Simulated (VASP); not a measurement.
Wanted: the native input for a VASP 6.6.1 run.

* Task: relaxation of cell and atoms
* Functional: PBEsol
* Potentials or basis: VASP PAW PBE potentials, release 64 (K_sv)
* Cutoff: 600 eV
* k mesh: 12 × 12 × 12
* Occupations: gaussian, width 0.1 eV
* Spin: no spin polarisation
* Dipole correction: no
* Further INCAR settings: ALGO = Normal; EDIFF = 1e-07; IBRION = 2; EDIFFG = -0.005; NSW = 100; ISIF = 3

The structure of K lies in POSCAR:

```
K
1.0
   -2.6125000000      2.6125000000      2.6125000000
    2.6125000000     -2.6125000000      2.6125000000
    2.6125000000      2.6125000000     -2.6125000000
K
1
Direct
    0.0000000000      0.0000000000      0.0000000000
```

The input as run:

INCAR

```
PREC = Accurate
ENCUT = 600
EDIFF = 1E-7
ISMEAR = 0
SIGMA = 0.1
LREAL = F
LASPH = T
NELM = 80
ALGO = Normal
ISIF = 3
LWAVE = F
LCHARG = F
GGA = PS
IBRION = 2
NSW = 100
EDIFFG = -0.005
```

KPOINTS

```
Automatic mesh
0
Gamma
  12 12 12
```

Potentials or basis: VASP PAW PBE potentials, release 64 (K_sv).

Command:

```bash
$ cat potpaw_PBE.64/K_sv/POTCAR > POTCAR
$ mpirun -np 1 vasp_std > vasp.out
```

Results of the run:

* Relaxed volume: 70.97 Å³/atom
* Relaxed cell: a = 4.517 Å, b = 4.517 Å, c = 4.517 Å, α = 109.47°, β = 109.47°, γ = 109.47°
* Space group after relaxing (to 0.05 Å): Im-3m (No. 229)
* Energy gained by relaxing: 0.0 meV/atom
* Ionic steps: 3
* Pressure after relaxing: 0.0 GPa

Caveat: the PAW data sets were made with another functional, which shifts forces and pressure a little.

Wall time 90 s on 1 thread of AMD EPYC 7R43 64-Core Processor (Zen 3), on a shared host, peak memory 0.2 GiB.
